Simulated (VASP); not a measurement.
A run of VASP 6.6.1:

Contents of INCAR:

```
SYSTEM = B4N3
ALGO = Normal
EDIFF = 1E-6
ENCUT = 600
GGA = PE
GGA_COMPAT = .False.
ISIF = 2
ISMEAR = 0
LASPH = .True.
LCHARG = .False.
LREAL = .False.
LWAVE = .False.
NBANDS = 22
NELM = 120
PREC = Accurate
SIGMA = 0.2
```

File KPOINTS:

```
k-points
0
Gamma
  4 4 4
  0 0 0
```

POSCAR

```
B4N3
1.0
    3.4107411808      0.0000000000      0.0000000000
    0.0000000000      3.4107411808      0.0000000000
    0.0000000000      0.0000000000      4.4793990564
B N
4 3
Direct
    0.2275729571      0.2275729571      0.2126302342
    0.7724270429      0.7724270429      0.2126302342
    0.7724270429      0.2275729571      0.7873697658
    0.2275729571      0.7724270429      0.7873697658
    0.0000000000      0.0000000000      0.0000000000
    0.0000000000      0.0000000000      0.5000000000
    0.5000000000      0.5000000000      0.0000000000
```

Potentials or basis: VASP PAW PBE potentials, release 64 (B, N).

The run is started by

```console
$ cat potpaw_PBE.64/B/POTCAR potpaw_PBE.64/N/POTCAR > POTCAR
$ mpirun -np 1 vasp_std > vasp.out
```

Hardware: 1 thread of Intel(R) Xeon(R) Platinum 8488C (Sapphire Rapids) (shared host).

Task: How long does it take, and how much memory?

Result: It took 19 s on 1 thread of Intel(R) Xeon(R) Platinum 8488C (Sapphire Rapids), on a shared host, peak memory 0.16 GiB. Counts: scf iterations 14, k points 18.
